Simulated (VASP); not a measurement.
HfO2:

```
CELL_PARAMETERS angstrom
3.55802 0.00000 0.00000
0.00000 3.55802 0.00000
0.00000 0.00000 5.17186
ATOMIC_POSITIONS crystal
Hf 0.50000 0.50000 0.50000
Hf 0.00000 0.00000 0.00000
O 0.00000 0.50000 0.69721
O 0.50000 0.00000 0.80279
O 0.50000 0.00000 0.30279
O 0.00000 0.50000 0.19721
```

Base run:

* Program: VASP 6.6.1
* Functional: PBEsol
* Potentials or basis: VASP PAW PBE potentials, release 64 (Hf_pv, O)
* Cutoff: 520 eV
* k mesh: 5 × 5 × 4
* Occupations: gaussian, width 0.01 eV
* Spin: no spin polarisation

Its results: band gap on the k mesh 4.63 eV, indirect (least direct gap 4.71 eV); pressure -1.4 GPa; largest force 0.062 eV/Å.

Task: The run is repeated on the same cell with these changes: k mesh from 5 × 5 × 4 to 2 × 2 × 2. What comes out?

Result: Band gap on the k mesh 4.57 eV, indirect (least direct gap 4.65 eV); pressure -0.1 GPa; largest force 0.085 eV/Å.

Caveats: some runs use coarse meshes; the PAW data sets were made with another functional, which shifts forces and pressure a little; spin-orbit coupling is left out, which moves the levels of the heavy elements.

A k mesh can miss the band edges.
